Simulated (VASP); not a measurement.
# ZrTa3Nb (Pm-3m) in VASP: a series of runs

Runs on ZrTa3Nb. Level: PBE. Tasks: single point, relaxation of cell and atoms.

Program: VASP 6.6.1. These are calculated values, not measurements. Logs are shortened: lines on timing, memory, paths and dates and some standing lists are left out, and cuts for length are marked.

### Step 1. The cell of the first run

It takes space group Pm-3m (No. 221, cubic). The conventional cell has a = 4.270 Å, b = 4.270 Å, c = 4.270 Å, α = 90.00°, β = 90.00°, γ = 90.00°. Zr (site symmetry m-3m) has 6 Ta at 2.14 Å within 2.8 Å. Within 2.8 Å of Ta (site symmetry 4/mmm) lie 2 Zr at 2.14 Å. Nb (site symmetry m-3m) has 12 Ta at 3.02 Å and 8 Zr at 3.70 Å within 4.0 Å.

### Step 2. Single point, PBE

Input file INCAR:

```
SYSTEM = ZrTa3Nb
  PREC = Accurate
  ENCUT = 520
  EDIFF = 1E-6
  ISMEAR = 0
  SIGMA = 0.1
  LREAL = .FALSE.
  LASPH = .TRUE.
  NELM = 80
  ALGO = Normal
  ISIF = 2
  LWAVE = .FALSE.
  LCHARG = .TRUE.
  GGA = PE
  LELF = .TRUE.
  LVHAR = .TRUE.
  NBANDS = 37
```

Input file KPOINTS:

```
Automatic mesh
0
G
  4 4 4
  0 0 0
```

Input file POSCAR:

```
ZrTa3Nb
1.0
    4.2701804910      0.0000000000      0.0000000000
    0.0000000000      4.2701804910      0.0000000000
    0.0000000000      0.0000000000      4.2701804910
Zr Ta Nb
1 3 1
Direct
    0.5000000000      0.5000000000      0.5000000000
    0.0000000000      0.5000000000      0.5000000000
    0.5000000000      0.0000000000      0.5000000000
    0.5000000000      0.5000000000      0.0000000000
    0.0000000000      0.0000000000      0.0000000000
```

Potentials or basis: VASP PAW PBE potentials, release 64 (Zr_sv, Ta_pv, Nb_sv).

Command:

```
$ cat potpaw_PBE.64/Zr_sv/POTCAR potpaw_PBE.64/Ta_pv/POTCAR potpaw_PBE.64/Nb_sv/POTCAR > POTCAR
$ mpirun -np 1 vasp_std > vasp.out
```

OUTCAR:

```text
SYSTEM = ZrTa3Nb
   PREC = Accurate
   ENCUT = 520
   EDIFF = 1E-6
   ISMEAR = 0
   LREAL = .FALSE.
   LASPH = .TRUE.
   NELM = 80
   ISIF = 2
   GGA = PE

 ion  position               nearest neighbor table
   1  0.500  0.500  0.500-   2 2.14   3 2.14   4 2.14   4 2.14   3 2.14   2 2.14
   2  0.000  0.500  0.500-   1 2.14   1 2.14   4 3.02   5 3.02   4 3.02   5 3.02   3 3.02   5 3.02
                             5 3.02   3 3.02   3 3.02   4 3.02   4 3.02   3 3.02
   3  0.500  0.000  0.500-   1 2.14   1 2.14   4 3.02   5 3.02   4 3.02   5 3.02   2 3.02   2 3.02
                             4 3.02   4 3.02   2 3.02   5 3.02   5 3.02   2 3.02
   4  0.500  0.500  0.000-   1 2.14   1 2.14   3 3.02   5 3.02   2 3.02   2 3.02   3 3.02   3 3.02
                             5 3.02   3 3.02   2 3.02   5 3.02   2 3.02   5 3.02
   5  0.000  0.000  0.000-   2 3.02   3 3.02   4 3.02   2 3.02   3 3.02   2 3.02   4 3.02   2 3.02
                             3 3.02   4 3.02   3 3.02   4 3.02

  LATTYP: Found a simple cubic cell.
 ALAT       =     4.2701804910

  Lattice vectors:

 A1 = (   4.2701804910,   0.0000000000,   0.0000000000)
 A2 = (   0.0000000000,   4.2701804910,   0.0000000000)
 A3 = (   0.0000000000,   0.0000000000,   4.2701804910)

Analysis of symmetry for initial positions (statically):
=====================================================================
 Subroutine PRICEL returns:
 Original cell was already a primitive cell.

 Routine SETGRP: Setting up the symmetry group for a
 simple cubic supercell.

 Subroutine GETGRP returns: Found 48 space group operations
 (whereof 48 operations were pure point group operations)
 out of a pool of 48 trial point group operations.

The static configuration has the point symmetry O_h .

Analysis of symmetry for dynamics (positions and initial velocities):
=====================================================================
 Subroutine PRICEL returns:
 Original cell was already a primitive cell.

 Routine SETGRP: Setting up the symmetry group for a
 simple cubic supercell.

 Subroutine GETGRP returns: Found 48 space group operations
 (whereof 48 operations were pure point group operations)
 out of a pool of 48 trial point group operations.

The dynamic configuration has the point symmetry O_h .

 Subroutine INISYM returns: Found 48 space group operations
 (whereof 48 operations are pure point group operations),
 and found     1 'primitive' translations

----------------------------------------------------------------------------------------

[... 87 lines left out ...]
   IBRION =     -1    ionic relax: 0-MD 1-quasi-New 2-CG
   NFREE  =      0    steps in history (QN), initial steepest desc. (CG)
   ISIF   =      2    stress and relaxation
   ISYM   =      2    0-nonsym 1-usesym 2-fastsym
   POTIM  = 0.5000    time-step for ionic-motion
   TEBEG  =    0.0;   TEEND  =   0.0 temperature during run
   PSTRESS=    0.0 pullay stress
   NELECT =      58.0000    total number of electrons
   NUPDOWN=      -1.0000    fix difference up-down
   EMIN   =  10.00;   EMAX   =-10.00  energy-range for DOS
   EFERMI =   0.00;   METHOD = LEGACY
   ISMEAR =     0;   SIGMA  =   0.10  broadening in eV -4-tet -1-fermi 0-gaus
   EFERMI_NEDOS =   21; number of points for ismear=-14 and -15
   IALGO  =     38    algorithm
   IMIX   =      4    mixing-type and parameters
     AMIX     =   0.40;   BMIX     =  1.00
     AMIX_MAG =   1.60;   BMIX_MAG =  1.00
  volume/ion in A,a.u.               =      15.57       105.09
  Fermi-wavevector in a.u.,A,eV,Ry     =   1.484014  2.804379 29.964068  2.202297
  Thomas-Fermi vector in A             =   2.597603
   LORBIT       =      0    0 simple, 1 ext, 2 COOP (PROOUT), +10 PAW based schemes
   GGA     = PE    functional components
   LHFCALC =     F    Hartree Fock is set to
   AEXX    =    0.0000 exact exchange contribution
   IVDW    =     0    specifies the selected vdW correction
   LEPSILON=     F    determine dielectric tensor
   LRPA    =     F    only Hartree local field effects (RPA)
 non-spin polarized calculation
 Gauss-broadening in eV      SIGMA  =   0.10
  energy-cutoff  :      520.00
  volume of cell :       77.86
 maximum number of plane-waves:      2176
 NGX is ok and might be reduce to    32
   NGX = 15   NGY = 15   NGZ = 15

 number of electron      57.9999987 magnetization

 Free energy of the ion-electron system (eV)
  ---------------------------------------------------
  ext. energy  EPLUGINS =         0.00000000
  ---------------------------------------------------
  free energy    TOTEN  =       -37.16476189 eV

  energy without entropy =      -37.13833721  energy(sigma->0) =      -37.15154955

 E-fermi :   9.6208     XC(G=0): -13.1107

 val. band max:        9.5491070906   @ k =   0.2500   0.2500   0.0000
 cond. band min:       9.6219318627   @ k =   0.2500   0.2500   0.0000
 fundamental gap:      0.0728247721
 Fermi energy:         9.6207575519

 k-point     1 :       0.0000    0.0000    0.0000
  band No.  band energies     occupation
      1     -45.1261      2.00000
      2     -38.3991      2.00000
      3     -26.6885      2.00000
      4     -26.6885      2.00000
      5     -26.6885      2.00000
      6     -24.3144      2.00000
[... 389 lines left out ...]
     36      13.3853      0.00000
     37      14.3588      0.00000

------------------------ aborting loop because EDIFF is reached ----------------------------------------

  FORCE on cell =-STRESS in cart. coord.  units (eV):
  Direction    XX          YY          ZZ          XY          YZ          ZX
  --------------------------------------------------------------------------------------
  -------------------------------------------------------------------------------------
  Total       45.5656085     45.5656085     45.5656085      0.0000000     -0.0000000     -0.0000000
  in kB      937.5815672    937.5815672    937.5815672      0.0000000     -0.0000000     -0.0000000
  external PRESSURE =     937.5815672 kB  Pullay stress =       0.0000000 kB

 VOLUME and BASIS-vectors are now :
 -----------------------------------------------------------------------------
  energy-cutoff  :      520.00
  volume of cell :       77.86
      direct lattice vectors                 reciprocal lattice vectors
     4.270180491  0.000000000  0.000000000     0.234182139  0.000000000  0.000000000
     0.000000000  4.270180491  0.000000000     0.000000000  0.234182139  0.000000000
     0.000000000  0.000000000  4.270180491     0.000000000  0.000000000  0.234182139

 POSITION                                       TOTAL-FORCE (eV/Angst)
 -----------------------------------------------------------------------------------
      2.13509      2.13509      2.13509         0.000000      0.000000      0.000000
      0.00000      2.13509      2.13509         0.000000      0.000000      0.000000
      2.13509      0.00000      2.13509         0.000000      0.000000      0.000000
      2.13509      2.13509      0.00000         0.000000      0.000000      0.000000
      0.00000      0.00000      0.00000         0.000000      0.000000      0.000000
 -----------------------------------------------------------------------------------
    total drift:                                0.000000     -0.000000     -0.000000

  FREE ENERGIE OF THE ION-ELECTRON SYSTEM (eV)
  ---------------------------------------------------
  free  energy   TOTEN  =       -37.1647618886 eV

  energy  without entropy=      -37.1383372059  energy(sigma->0) =      -37.15154955
```

OSZICAR:

```text
N       E                     dE             d eps       ncg     rms          rms(c)
DAV:   1     0.699859340335E+03    0.69986E+03   -0.32743E+04   740   0.169E+03
DAV:   2     0.305279043168E+01   -0.69681E+03   -0.68235E+03   849   0.566E+02
DAV:   3    -0.401571797495E+02   -0.43210E+02   -0.41642E+02  1208   0.121E+02
DAV:   4    -0.429790888462E+02   -0.28219E+01   -0.27294E+01  1208   0.244E+01
DAV:   5    -0.430717655095E+02   -0.92677E-01   -0.91507E-01  1022   0.412E+00    0.689E+01
DAV:   6    -0.403381369015E+02    0.27336E+01   -0.64307E+01  1032   0.327E+01    0.498E+01
DAV:   7    -0.386553430950E+02    0.16828E+01   -0.50956E+01  1089   0.396E+01    0.333E+01
DAV:   8    -0.371492533151E+02    0.15061E+01   -0.68022E+00  1142   0.100E+01    0.189E+00
DAV:   9    -0.371649571715E+02   -0.15704E-01   -0.29642E-01  1073   0.220E+00    0.111E+00
DAV:  10    -0.371644273598E+02    0.52981E-03   -0.12453E-02  1150   0.625E-01    0.600E-01
DAV:  11    -0.371646947073E+02   -0.26735E-03   -0.29874E-03   955   0.431E-01    0.157E-01
DAV:  12    -0.371647607169E+02   -0.66010E-04   -0.35290E-04  1051   0.129E-01    0.491E-02
DAV:  13    -0.371647632425E+02   -0.25255E-05   -0.21606E-05  1163   0.337E-02    0.145E-02
DAV:  14    -0.371647614316E+02    0.18108E-05   -0.44604E-06   897   0.129E-02    0.919E-03
DAV:  15    -0.371647618886E+02   -0.45692E-06   -0.90998E-07   558   0.713E-03
   1 F= -.37164762E+02 E0= -.37151550E+02  d E =-.264247E-01
```

stdout:

```text
POSCAR found type information on POSCAR ZrTaNb
 POSCAR found :  3 types and       5 ions
 scaLAPACK will be used
 LDA part: xc-table for (Slater+PW92), standard interpolation
 POSCAR, INCAR and KPOINTS ok, starting setup
 FFT: planning ... GRIDC
 FFT: planning ... GRID_SOFT
 FFT: planning ... GRID
 WAVECAR not read
 entering main loop
```

Wall time 40 s (1 thread of Oxide Virtual Turin-like, shared host); peak memory 0.15 GiB.

What came out:

- Free energy: -37.1648 eV
- Pressure: 93.8 GPa
- Band gap on the k mesh: zero (bands 29 and 30 overlap by 0.28 eV)

Caveat: the k points lie up to 0.37 Å⁻¹ apart; spin-orbit coupling is left out, which moves the levels of the heavy elements.

(Part 1 of 2 ends here.)

The gap in the log of VASP goes by the Fermi energy; the results here count the filled bands.